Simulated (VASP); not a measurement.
# B3As4 (I-42m) in VASP: single point with PBE

Aim: the single point of B3As4 with PBE.

Program: VASP 6.6.1. These are calculated values, not measurements. Logs are shortened: lines on timing, memory, paths and dates and some standing lists are left out, and cuts for length are marked.

### 1 The cell of the first run

The structure is tetragonal, space group I-42m (No. 121). Conventional cell: a = 4.679 Å, b = 4.679 Å, c = 9.988 Å, α = 90.00°, β = 90.00°, γ = 90.00°. B (site symmetry -4) has 4 As at 2.06 Å within 2.7 Å. B (site symmetry -42m) has 4 As at 2.10 Å within 2.8 Å. Within 2.7 Å of As (site symmetry m) lie 3 B at 2.06 to 2.10 Å.

### 2 Single point, PBE (atoms taken out)

INCAR reads:

```
PREC = Accurate
ENCUT = 500
EDIFF = 1E-6
ISMEAR = 0
SIGMA = 0.2
LREAL = F
LASPH = T
NELM = 120
ALGO = Normal
ISIF = 2
LWAVE = F
LCHARG = F
GGA = PE
NBANDS = 24
GGA_COMPAT = F
```

KPOINTS reads:

```
Automatic mesh
0
Gamma
  5 5 5
```

POSCAR reads:

```
B3As4
1.0
   -2.3393956708      2.3393956708      4.9939541214
    2.3393956708     -2.3393956708      4.9939541214
    2.3393956708      2.3393956708     -4.9939541214
B As
3 4
Direct
    0.7500000000      0.2500000000      0.5000000000
    0.2500000000      0.7500000000      0.5000000000
    0.5000000000      0.5000000000      0.0000000000
    0.1202276258      0.1202276258      0.4940653515
    0.6261622743      0.6261622743      0.5059346485
    0.3738377257      0.8797723742      0.0000000000
    0.8797723742      0.3738377257      0.0000000000
```

Potentials or basis: VASP PAW PBE potentials, release 64 (B, As).

Command:

```console
> cat potpaw_PBE.64/B/POTCAR potpaw_PBE.64/As/POTCAR > POTCAR
> mpirun -np 1 vasp_std > vasp.out
```

OUTCAR:

```text
PREC = Accurate
   ENCUT = 500
   EDIFF = 1E-6
   ISMEAR = 0
   LREAL = F
   LASPH = T
   NELM = 120
   ISIF = 2
   GGA = PE

 ion  position               nearest neighbor table
   1  0.750  0.250  0.500-   4 2.06   5 2.06   7 2.06   6 2.06
   2  0.250  0.750  0.500-   4 2.06   5 2.06   6 2.06   7 2.06
   3  0.500  0.500  0.000-   6 2.10   7 2.10   5 2.10   4 2.10
   4  0.120  0.120  0.494-   1 2.06   2 2.06   3 2.10
   5  0.626  0.626  0.506-   1 2.06   2 2.06   3 2.10
   6  0.374  0.880  0.000-   1 2.06   2 2.06   3 2.10
   7  0.880  0.374  0.000-   2 2.06   1 2.06   3 2.10

  LATTYP: Found a body centered tetragonal cell.
 ALAT       =     4.6787913416
 C/A-ratio  =     2.1347197414

  Lattice vectors:

 A1 = (  -2.3393956708,   2.3393956708,   4.9939541214)
 A2 = (   2.3393956708,  -2.3393956708,   4.9939541214)
 A3 = (   2.3393956708,   2.3393956708,  -4.9939541214)

Analysis of symmetry for initial positions (statically):
=====================================================================
 Subroutine PRICEL returns:
 Original cell was already a primitive cell.

 Routine SETGRP: Setting up the symmetry group for a
 body centered tetragonal supercell.

 Subroutine GETGRP returns: Found  8 space group operations
 (whereof  8 operations were pure point group operations)
 out of a pool of 16 trial point group operations.

The static configuration has the point symmetry D_2d.

Analysis of symmetry for dynamics (positions and initial velocities):
=====================================================================
 Subroutine PRICEL returns:
 Original cell was already a primitive cell.

 Routine SETGRP: Setting up the symmetry group for a
 body centered tetragonal supercell.

 Subroutine GETGRP returns: Found  8 space group operations
 (whereof  8 operations were pure point group operations)
 out of a pool of 16 trial point group operations.

The dynamic configuration has the point symmetry D_2d.

 Subroutine INISYM returns: Found  8 space group operations
 (whereof  8 operations are pure point group operations),
 and found     1 'primitive' translations

----------------------------------------------------------------------------------------

                                     Primitive cell

[... 93 lines left out ...]
   EDIFF  = 0.1E-05   stopping-criterion for ELM
   LREAL  =      F    real-space projection
   EDIFFG = 0.1E-04   stopping-criterion for IOM
   NSW    =      0    number of steps for IOM
   IBRION =     -1    ionic relax: 0-MD 1-quasi-New 2-CG
   NFREE  =      0    steps in history (QN), initial steepest desc. (CG)
   ISIF   =      2    stress and relaxation
   ISYM   =      2    0-nonsym 1-usesym 2-fastsym
   POTIM  = 0.5000    time-step for ionic-motion
   TEBEG  =    0.0;   TEEND  =   0.0 temperature during run
   PSTRESS=    0.0 pullay stress
   NELECT =      29.0000    total number of electrons
   NUPDOWN=      -1.0000    fix difference up-down
   EMIN   =  10.00;   EMAX   =-10.00  energy-range for DOS
   EFERMI =   0.00;   METHOD = LEGACY
   ISMEAR =     0;   SIGMA  =   0.20  broadening in eV -4-tet -1-fermi 0-gaus
   EFERMI_NEDOS =   21; number of points for ismear=-14 and -15
   IALGO  =     38    algorithm
   IMIX   =      4    mixing-type and parameters
     AMIX     =   0.40;   BMIX     =  1.00
     AMIX_MAG =   1.60;   BMIX_MAG =  1.00
  volume/ion in A,a.u.               =      15.62       105.39
  Fermi-wavevector in a.u.,A,eV,Ry     =   1.051890  1.987783 15.054464  1.106472
  Thomas-Fermi vector in A             =   2.186951
   LORBIT       =      0    0 simple, 1 ext, 2 COOP (PROOUT), +10 PAW based schemes
   GGA     = PE    functional components
   LHFCALC =     F    Hartree Fock is set to
   AEXX    =    0.0000 exact exchange contribution
   IVDW    =     0    specifies the selected vdW correction
   LEPSILON=     F    determine dielectric tensor
   LRPA    =     F    only Hartree local field effects (RPA)
 non-spin polarized calculation
 Gauss-broadening in eV      SIGMA  =   0.20
  energy-cutoff  :      500.00
  volume of cell :      109.32
 maximum number of plane-waves:      2794
 NGX is ok and might be reduce to    48
   NGX = 21   NGY = 21   NGZ = 21

 number of electron      29.0000000 magnetization

 Free energy of the ion-electron system (eV)
  ---------------------------------------------------
  ext. energy  EPLUGINS =         0.00000000
  ---------------------------------------------------
  free energy    TOTEN  =       -37.10464336 eV

  energy without entropy =      -37.06508266  energy(sigma->0) =      -37.08486301

 E-fermi :   4.9056     XC(G=0): -10.2572

 val. band max:        4.8991220031   @ k =   0.4000   0.2000  -0.0000
 cond. band min:       5.0099313141   @ k =  -0.2000  -0.2000   0.2000
 fundamental gap:      0.1108093109
 Fermi energy:         4.9055995489

 k-point     1 :       0.0000    0.0000    0.0000
  band No.  band energies     occupation
      1      -9.5745      2.00000
      2      -5.8285      2.00000
      3      -5.2075      2.00000
      4      -5.2075      2.00000
      5      -3.2052      2.00000
      6      -2.7057      2.00000
[... 475 lines left out ...]
     23      10.6544      0.00000
     24      12.0528      0.00000

------------------------ aborting loop because EDIFF is reached ----------------------------------------

  FORCE on cell =-STRESS in cart. coord.  units (eV):
  Direction    XX          YY          ZZ          XY          YZ          ZX
  --------------------------------------------------------------------------------------
  -------------------------------------------------------------------------------------
  Total        0.2723105      0.2723105      0.5802629      0.0000000      0.0000000      0.0000000
  in kB        3.9908289      3.9908289      8.5040044      0.0000000      0.0000000      0.0000000
  external PRESSURE =       5.4952207 kB  Pullay stress =       0.0000000 kB

 VOLUME and BASIS-vectors are now :
 -----------------------------------------------------------------------------
  energy-cutoff  :      500.00
  volume of cell :      109.32
      direct lattice vectors                 reciprocal lattice vectors
    -2.339395671  2.339395671  4.993954121     0.000000000  0.213730412  0.100121064
     2.339395671 -2.339395671  4.993954121     0.213730412  0.000000000  0.100121064
     2.339395671  2.339395671 -4.993954121     0.213730412  0.213730412  0.000000000

 POSITION                                       TOTAL-FORCE (eV/Angst)
 -----------------------------------------------------------------------------------
      0.00000      2.33940      2.49698         0.000000     -0.000000      0.000000
      2.33940      0.00000      2.49698         0.000000     -0.000000      0.000000
      0.00000      0.00000      4.99395         0.000000     -0.000000      0.000000
      1.15581      1.15581     -1.26652         0.009082      0.009082      0.004870
      1.18358      1.18358      3.72744        -0.009082     -0.009082      0.004870
      1.18358     -1.18358      6.26047        -0.009082      0.009082     -0.004870
     -1.18358      1.18358      6.26047         0.009082     -0.009082     -0.004870
 -----------------------------------------------------------------------------------
    total drift:                               -0.000000     -0.000000     -0.000000

  FREE ENERGIE OF THE ION-ELECTRON SYSTEM (eV)
  ---------------------------------------------------
  free  energy   TOTEN  =       -37.1046433632 eV

  energy  without entropy=      -37.0650826594  energy(sigma->0) =      -37.08486301
```

stdout:

```text
POSCAR found type information on POSCAR B As
 POSCAR found :  2 types and       7 ions
 scaLAPACK will be used
 LDA part: xc-table for (Slater+PW92), standard interpolation
 POSCAR, INCAR and KPOINTS ok, starting setup
 FFT: planning ... GRIDC
 FFT: planning ... GRID_SOFT
 FFT: planning ... GRID
 WAVECAR not read
 entering main loop
```

Run time: 49 s. Hardware: 1 thread of Intel Xeon Platinum 8375C at 2.90GHz (Ice Lake), shared host; peak memory 0.31 GiB.

What came out:

| Quantity | Value |
| --- | --- |
| Free energy | -37.1046 eV |
| Pressure | 0.5 GPa |
| Largest force | 0.014 eV/Å |
| Band gap on the k mesh | zero (an odd number of electrons rules out a gap without spin polarisation) |

Forces in eV/Å, atoms in the order of the input:
```
B    0.000  0.000  0.000
B    0.000  0.000  0.000
B    0.000  0.000  0.000
As   0.009  0.009  0.005
As  -0.009 -0.009  0.005
As  -0.009  0.009 -0.005
As   0.009 -0.009 -0.005
```

Levels at points of the mesh, in eV from the Fermi level:
```tsv
k point	band 11	band 12	band 13	band 14	band 15	band 16	band 17	band 18
(0.00, 0.00, 0.00)	-3.95	-2.28	-2.28	1.08	2.04	2.04	2.81	2.96
```

Caveat: the cell differs from its parent crystal (atoms taken out).

The gap in the log of VASP goes by the Fermi energy; the results here count the filled bands.